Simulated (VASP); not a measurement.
Set up this calculation in VASP 6.6.1, as the native input.

* Task: single point
* Functional: LDA
* Potentials or basis: VASP PAW LDA potentials, release 64 (Ga_d)
* Cutoff: 520 eV
* k mesh: 8 × 8 × 7
* Occupations: gaussian, width 0.1 eV
* Spin: no spin polarisation
* Dipole correction: no
* Further INCAR settings: ALGO = Normal; EDIFF = 1e-06; NBANDS = 34

The structure of Ga lies in POSCAR:

```
Ga
1.0
    2.2178908173     -3.7419137528      0.0000000000
    2.2178908173      3.7419137528      0.0000000000
    0.0000000000      0.0000000000      4.4249628129
Ga
4
Direct
    0.8443628362      0.1556371638      0.0859373133
    0.6556371638      0.3443628362      0.5859373133
    0.1556371638      0.8443628362      0.9140626867
    0.3443628362      0.6556371638      0.4140626867
```

One way to write it, as run:

INCAR

```
PREC = Accurate
ENCUT = 520
EDIFF = 1E-6
ISMEAR = 0
SIGMA = 0.1
LREAL = False
LASPH = True
NELM = 80
ALGO = Normal
ISIF = 2
LWAVE = False
LCHARG = True
LELF = True
LVHAR = True
NBANDS = 34
```

KPOINTS

```
Automatic mesh
0
Gamma
  8 8 7
```

Potentials or basis: VASP PAW LDA potentials, release 64 (Ga_d).

Command:

```sh
$ cat potpaw_LDA.64/Ga_d/POTCAR > POTCAR
$ mpirun -np 1 vasp_std > vasp.out
```

It gave:

The pressure is 0.1 GPa and the largest force is 0.012 eV/Å. The band gap on the k mesh is zero (band 26 reaches 5.63 eV, above the bottom of band 27 at 4.58 eV).

Run time: 58 s on 1 thread of Intel(R) Xeon(R) 6975P-C (Granite Rapids) (shared host), peak memory 0.25 GiB.
